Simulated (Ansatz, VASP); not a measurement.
**One calculation of Sn, two programs**

```xyz
2
Lattice="-2.9730 2.9730 1.6069 2.9730 -2.9730 1.6069 2.9730 2.9730 -1.6069" Properties=species:S:1:pos:R:3 pbc="T T T"
Sn    0.0000    0.0000    0.0000
Sn    0.0000    2.9730    0.8034
```

Alike in both runs: task relaxation of cell and atoms; functional LDA; k mesh 16 × 16 × 16; occupations gaussian, width 0.1 eV; no spin polarisation.

|  | VASP | Ansatz |
| --- | --- | --- |
| version | VASP 6.6.1 | Ansatz 0.2.0 |
| potentials or method | VASP PAW LDA potentials, release 64 (Sn_d), cutoff 600 eV | scalar-relativistic, plane waves, PAW |
| valence electrons in the cell | 28 | 28 |

Ansatz gave:

```
gap on the k mesh at the Fermi level, each at its own relaxed structure (eV) : none
relaxed volume (Å³/atom)                                                     : 26.16
relaxed cell length with the largest relative difference (Å)                 : 4.381
```

Task: Estimate VASP's values.

Result: gap on the k mesh at the Fermi level, each at its own relaxed structure (eV): none; relaxed volume (Å³/atom): 26.20; relaxed cell length with the largest relative difference (Å): 4.383.

LDA's correlation is that of Perdew and Zunger in VASP and of Perdew and Wang (1992) in Ansatz. A gap of «none» marks a metal or a gap that the smearing closes.
